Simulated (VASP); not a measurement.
A run of VASP 6.6.1 is set up as follows.

Contents of INCAR:

```
PREC = Accurate ; ENCUT = 600
EDIFF = 1E-6 ; ISMEAR = -1
SIGMA = 0.05 ; LREAL = F
LASPH = T ; NELM = 100
ALGO = Normal ; ISIF = 3
LWAVE = F ; LCHARG = F
GGA = PE ; IBRION = 2
NSW = 60 ; EDIFFG = -0.01
```

The input KPOINTS:

```
regular mesh
0
Gamma
  10 10 10
```

File POSCAR:

```
Sb
1.0
    0.0000000000      2.3712425216      2.3712425216
    2.3712425216      0.0000000000      2.3712425216
    2.3712425216      2.3712425216      0.0000000000
Sb
1
Direct
    0.0000000000      0.0000000000      0.0000000000
```

Potentials or basis: VASP PAW PBE potentials, release 64 (Sb).

Command:

```bash
$ cat potpaw_PBE.64/Sb/POTCAR > POTCAR
$ mpirun -np 1 vasp_std > vasp.out
```

(1) Predict the relaxed cell.

(2) Estimate the relaxed volume.

Results:

(1) a = 3.385 Å, b = 3.385 Å, c = 3.385 Å, α = 60.00°, β = 60.00°, γ = 60.00°.

(2) 27.43 Å³/atom.
